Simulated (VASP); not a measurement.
# SnO2 (Pa-3) in VASP: settings compared, part 2 of 2

VASP 6.6.1. The steps go on from the part before.

## 4. Single point, LDA

This run uses another cell than the first one, of 10.42 Å³/atom.

Contents of INCAR:

```
PREC = Accurate
ENCUT = 910
EDIFF = 1E-6
ISMEAR = -1
SIGMA = 0.05
LREAL = False
LASPH = True
NELM = 120
ALGO = Normal
ISIF = 2
LWAVE = False
LCHARG = False
GGA = CA
NBANDS = 64
GGA_COMPAT = False
```

Contents of KPOINTS:

```
Automatic mesh
0
Gamma
  4 4 4
```

Contents of POSCAR:

```
SnO2
1.0
    5.0010725658      0.0000000000      0.0000000000
    0.0000000000      5.0010725658      0.0000000000
    0.0000000000      0.0000000000      5.0010725658
Sn O
4 8
Direct
    0.0000000000      0.0000000000      0.0000000000
    0.5000000000      0.0000000000      0.5000000000
    0.5000000000      0.5000000000      0.0000000000
    0.0000000000      0.5000000000      0.5000000000
    0.6587312237      0.8412687763      0.1587312237
    0.8412687763      0.1587312237      0.6587312237
    0.1587312237      0.6587312237      0.8412687763
    0.3412687763      0.3412687763      0.3412687763
    0.6587312237      0.6587312237      0.6587312237
    0.8412687763      0.3412687763      0.1587312237
    0.1587312237      0.8412687763      0.3412687763
    0.3412687763      0.1587312237      0.8412687763
```

Potentials or basis: VASP PAW LDA potentials, release 64 (Sn_d, O_h).

Command:

```sh
$ cat potpaw_LDA.64/Sn_d/POTCAR potpaw_LDA.64/O_h/POTCAR > POTCAR
$ mpirun -np 1 vasp_std > vasp.out
```

Wall time 2.1 min (1 thread of Intel Xeon Platinum 8559C (Emerald Rapids), shared host); peak memory 0.36 GiB.

It converged, with:

```
Free energy            : -83.6042 eV
Pressure               : 10.8 GPa
Largest force          : 0.008 eV/Å
Band gap on the k mesh : 1.61 eV (least direct gap 1.69 eV)
```

Forces in eV/Å, atoms in the order of the input:
```
Sn   0.000  0.000  0.000
Sn   0.000  0.000  0.000
Sn   0.000  0.000  0.000
Sn   0.000  0.000  0.000
O   -0.005  0.005 -0.005
O    0.005 -0.005 -0.005
O   -0.005 -0.005  0.005
O    0.005  0.005  0.005
O   -0.005 -0.005 -0.005
O    0.005  0.005 -0.005
O   -0.005  0.005  0.005
O    0.005 -0.005  0.005
```

Levels at points of the mesh, in eV from the valence-band top:
| k point | band 49 | band 50 | band 51 | band 52 | band 53 | band 54 | band 55 | band 56 |
| --- | --- | --- | --- | --- | --- | --- | --- | --- |
| (0.00, 0.00, 0.00) | -0.34 | -0.07 | -0.07 | -0.07 | 1.61 | 6.73 | 6.73 | 6.73 |
| (0.50, 0.00, 0.00) | -0.49 | -0.49 | 0.00 | 0.00 | 4.62 | 4.62 | 5.65 | 5.65 |
| (0.50, 0.50, 0.00) | -0.31 | -0.31 | -0.31 | -0.31 | 5.42 | 5.42 | 5.42 | 5.42 |
| (0.50, 0.50, 0.50) | -0.64 | -0.64 | -0.64 | -0.64 | 5.97 | 5.97 | 5.97 | 5.97 |

Caveat: the cutoff is under 1.25 times the usual one of these potentials, so pressure, stress and relaxed cells hold a basis-set (Pulay) error; the cell stands under pressure; spin-orbit coupling is left out, which moves the levels of the heavy elements.

## 5. Single point, BLYP

This run uses another cell than the first one, of 11.55 Å³/atom.

Contents of INCAR:

```
PREC = Accurate
ENCUT = 520
EDIFF = 1E-6
ISMEAR = -1
SIGMA = 0.05
LREAL = False
LASPH = True
NELM = 80
ALGO = Normal
ISIF = 2
LWAVE = False
LCHARG = False
GGA = B5
ALDAX = 1.0
AGGAX = 1.0
AGGAC = 1.0
ALDAC = 0.0
NBANDS = 64
```

Contents of KPOINTS:

```
regular mesh
0
Gamma
  5 5 5
```

Contents of POSCAR:

```
SnO2
1.0
    5.1752560000      0.0000000000      0.0000000000
    0.0000000000      5.1752560000      0.0000000000
    0.0000000000      0.0000000000      5.1752560000
Sn O
4 8
Direct
    0.0000000000      0.0000000000      0.0000000000
    0.5000000000      0.0000000000      0.5000000000
    0.5000000000      0.5000000000      0.0000000000
    0.0000000000      0.5000000000      0.5000000000
    0.6610980000      0.8389020000      0.1610980000
    0.8389020000      0.1610980000      0.6610980000
    0.1610980000      0.6610980000      0.8389020000
    0.3389020000      0.3389020000      0.3389020000
    0.6610980000      0.6610980000      0.6610980000
    0.8389020000      0.3389020000      0.1610980000
    0.1610980000      0.8389020000      0.3389020000
    0.3389020000      0.1610980000      0.8389020000
```

Potentials or basis: VASP PAW PBE potentials, release 64 (Sn_d, O).

Command:

```sh
$ cat potpaw_PBE.64/Sn_d/POTCAR potpaw_PBE.64/O/POTCAR > POTCAR
$ mpirun -np 1 vasp_std > vasp.out
```

OUTCAR:

```text
PREC = Accurate
   ENCUT = 520
   EDIFF = 1E-6
   ISMEAR = -1
   LREAL = False
   LASPH = True
   NELM = 80
   ISIF = 2
   GGA = B5

 ion  position               nearest neighbor table
   1  0.000  0.000  0.000-   5 2.11   6 2.11   7 2.11  10 2.11  11 2.11  12 2.11   2 3.66   3 3.66
                             4 3.66   2 3.66   4 3.66   3 3.66   4 3.66   4 3.66   2 3.66   3 3.66
   2  0.500  0.000  0.500-   5 2.11   6 2.11   8 2.11   9 2.11  11 2.11  12 2.11   1 3.66   3 3.66
                             4 3.66   1 3.66   3 3.66   3 3.66   4 3.66   3 3.66   1 3.66   4 3.66
   3  0.500  0.500  0.000-   5 2.11   7 2.11   8 2.11   9 2.11  10 2.11  12 2.11   1 3.66   2 3.66
                             4 3.66   2 3.66   4 3.66   1 3.66   2 3.66   2 3.66   1 3.66   4 3.66
   4  0.000  0.500  0.500-   6 2.11   7 2.11   8 2.11   9 2.11  10 2.11  11 2.11   1 3.66   2 3.66
                             3 3.66   1 3.66   3 3.66   1 3.66   2 3.66   1 3.66   2 3.66   3 3.66
   5  0.661  0.839  0.161-   1 2.11   2 2.11   3 2.11
   6  0.839  0.161  0.661-   1 2.11   2 2.11   4 2.11
   7  0.161  0.661  0.839-   1 2.11   3 2.11   4 2.11
   8  0.339  0.339  0.339-   2 2.11   3 2.11   4 2.11
   9  0.661  0.661  0.661-   2 2.11   3 2.11   4 2.11
  10  0.839  0.339  0.161-   1 2.11   3 2.11   4 2.11
  11  0.161  0.839  0.339-   1 2.11   2 2.11   4 2.11
  12  0.339  0.161  0.839-   1 2.11   2 2.11   3 2.11

  LATTYP: Found a simple cubic cell.
 ALAT       =     5.1752560000

  Lattice vectors:

 A1 = (   5.1752560000,   0.0000000000,   0.0000000000)
 A2 = (   0.0000000000,   5.1752560000,   0.0000000000)
 A3 = (   0.0000000000,   0.0000000000,   5.1752560000)

Analysis of symmetry for initial positions (statically):
=====================================================================
 Subroutine PRICEL returns:
 Original cell was already a primitive cell.

 Routine SETGRP: Setting up the symmetry group for a
 simple cubic supercell.

 Subroutine GETGRP returns: Found 24 space group operations
 (whereof  6 operations were pure point group operations)
 out of a pool of 48 trial point group operations.
[... 154 lines left out ...]
 non-spin polarized calculation
  energy-cutoff  :      520.00
  volume of cell :      138.61
 maximum number of plane-waves:      3759
 NGX is ok and might be reduce to    40
   NGX = 19   NGY = 19   NGZ = 19

 number of electron     103.9999974 magnetization

 Free energy of the ion-electron system (eV)
  ---------------------------------------------------
  ext. energy  EPLUGINS =         0.00000000
  ---------------------------------------------------
  free energy    TOTEN  =       -68.25744194 eV

  energy without entropy =      -68.25726542  energy(sigma->0) =      -68.25735368

 E-fermi :   7.2838     XC(G=0): -11.0950

 val. band max:        6.8779699149   @ k =   0.4000   0.0000   0.0000
 cond. band min:       7.4947895871   @ k =   0.0000   0.0000   0.0000
 fundamental gap:      0.6168196722
 Fermi energy:         7.2838240976

 k-point     1 :       0.0000    0.0000    0.0000
  band No.  band energies     occupation
      1     -13.8911      2.00000
      2     -13.8911      2.00000
      3     -13.8911      2.00000
      4     -13.2297      2.00000
      5     -13.2297      2.00000
      6     -13.2297      2.00000
[... 726 lines left out ...]
     63      17.7010      0.00000
     64      18.1726      0.00000

------------------------ aborting loop because EDIFF is reached ----------------------------------------

  FORCE on cell =-STRESS in cart. coord.  units (eV):
  Direction    XX          YY          ZZ          XY          YZ          ZX
  --------------------------------------------------------------------------------------
  -------------------------------------------------------------------------------------
  Total        5.4000850      5.4000850      5.4000850     -0.0000000      0.0000000      0.0000000
  in kB       62.4188355     62.4188355     62.4188355     -0.0000000      0.0000000      0.0000000
  external PRESSURE =      62.4188355 kB  Pullay stress =       0.0000000 kB

 VOLUME and BASIS-vectors are now :
 -----------------------------------------------------------------------------
  energy-cutoff  :      520.00
  volume of cell :      138.61
      direct lattice vectors                 reciprocal lattice vectors
     5.175256000  0.000000000  0.000000000     0.193227156  0.000000000  0.000000000
     0.000000000  5.175256000  0.000000000     0.000000000  0.193227156  0.000000000
     0.000000000  0.000000000  5.175256000     0.000000000  0.000000000  0.193227156

 POSITION                                       TOTAL-FORCE (eV/Angst)
 -----------------------------------------------------------------------------------
      0.00000      0.00000      0.00000         0.000000     -0.000000      0.000000
      2.58763      0.00000      2.58763         0.000000     -0.000000      0.000000
      2.58763      2.58763      0.00000         0.000000     -0.000000      0.000000
      0.00000      2.58763      2.58763         0.000000     -0.000000      0.000000
      3.42135      4.34153      0.83372        -0.021336      0.021336     -0.021336
      4.34153      0.83372      3.42135         0.021336     -0.021336     -0.021336
      0.83372      3.42135      4.34153        -0.021336     -0.021336      0.021336
      1.75390      1.75390      1.75390         0.021336      0.021336      0.021336
      3.42135      3.42135      3.42135        -0.021336     -0.021336     -0.021336
      4.34153      1.75390      0.83372         0.021336      0.021336     -0.021336
      0.83372      4.34153      1.75390        -0.021336      0.021336      0.021336
      1.75390      0.83372      4.34153         0.021336     -0.021336      0.021336
 -----------------------------------------------------------------------------------
    total drift:                                0.000000      0.000000     -0.000000

  FREE ENERGIE OF THE ION-ELECTRON SYSTEM (eV)
  ---------------------------------------------------
  free  energy   TOTEN  =       -68.2574419443 eV

  energy  without entropy=      -68.2572654152  energy(sigma->0) =      -68.25735368
```

stdout:

```text
POSCAR found type information on POSCAR SnO
 POSCAR found :  2 types and      12 ions
 scaLAPACK will be used
 -----------------------------------------------------------------------------
|                                                                             |
|                                                                             |
|     You enforced a specific xc type in the INCAR file but a different       |
|     I HOPE YOU KNOW WHAT YOU ARE DOING!                                     |
|                                                                             |
 -----------------------------------------------------------------------------

 LDA part: xc-table for (Slater(with rela. corr.)+VWN5), standard interpolation
 POSCAR, INCAR and KPOINTS ok, starting setup
 FFT: planning ... GRIDC
 FFT: planning ... GRID_SOFT
 FFT: planning ... GRID
 WAVECAR not read
 entering main loop
```

Wall time 82 s (1 thread of Intel Xeon 6975P-C (Granite Rapids), shared host); peak memory 0.26 GiB.

What came out:

* Free energy: -68.2574 eV
* Pressure: 6.2 GPa
* Largest force: 0.037 eV/Å
* Band gap on the k mesh: 0.62 eV (least direct gap 0.67 eV)

Forces on the atoms (eV/Å):
```
Sn   0.000  0.000  0.000
Sn   0.000  0.000  0.000
Sn   0.000  0.000  0.000
Sn   0.000  0.000  0.000
O   -0.021  0.021 -0.021
O    0.021 -0.021 -0.021
O   -0.021 -0.021  0.021
O    0.021  0.021  0.021
O   -0.021 -0.021 -0.021
O    0.021  0.021 -0.021
O   -0.021  0.021  0.021
O    0.021 -0.021  0.021
```

Caveat: the cell stands under pressure; the PAW data sets were made with another functional, which shifts forces and pressure a little; spin-orbit coupling is left out, which moves the levels of the heavy elements; an odd mesh through Γ misses points on the zone boundary, where band edges can lie.

## 6. Summary

```tsv
task	level	potentials or basis	cell	k mesh	cutoff (eV)	gap on the mesh (eV)	pressure (GPa)	largest force (eV/Å)
single point	RPBE+D3(BJ)	VASP PAW PBE potentials, release 64 (Sn_d, O)	a = 5.048 Å, 12 atoms, atomic positions A	5 × 5 × 5	520	1.38	0.7	-
relaxation of cell and atoms	RPBE+D3(BJ)	VASP PAW PBE potentials, release 64 (Sn_d, O)	relaxed from a = 5.175 Å, 12 atoms, atomic positions B	5 × 5 × 5	600	1.37	0.1	-
single point	LDA	VASP PAW LDA potentials, release 64 (Sn_d, O_h)	a = 5.001 Å, 12 atoms, atomic positions A	4 × 4 × 4	910	1.61	10.8	0.01
single point	BLYP	VASP PAW PBE potentials, release 64 (Sn_d, O)	a = 5.175 Å, 12 atoms, atomic positions B	5 × 5 × 5	520	0.62	6.2	0.04
```

Alike in all rows: no spin polarisation; smearing fermi-dirac 0.05 eV.

Caveats: spin-orbit coupling is left out, which moves the levels of the heavy elements; the PAW data sets were made with another functional, which shifts forces and pressure a little (at least some runs); an odd mesh through Γ misses points on the zone boundary, where band edges can lie (at least some runs); the cell stands under pressure (at least some runs); the cutoff is under 1.25 times the usual one of these potentials, so pressure, stress and relaxed cells hold a basis-set (Pulay) error (at least some runs).

Absolute energies hang on the potentials; compare differences alone.
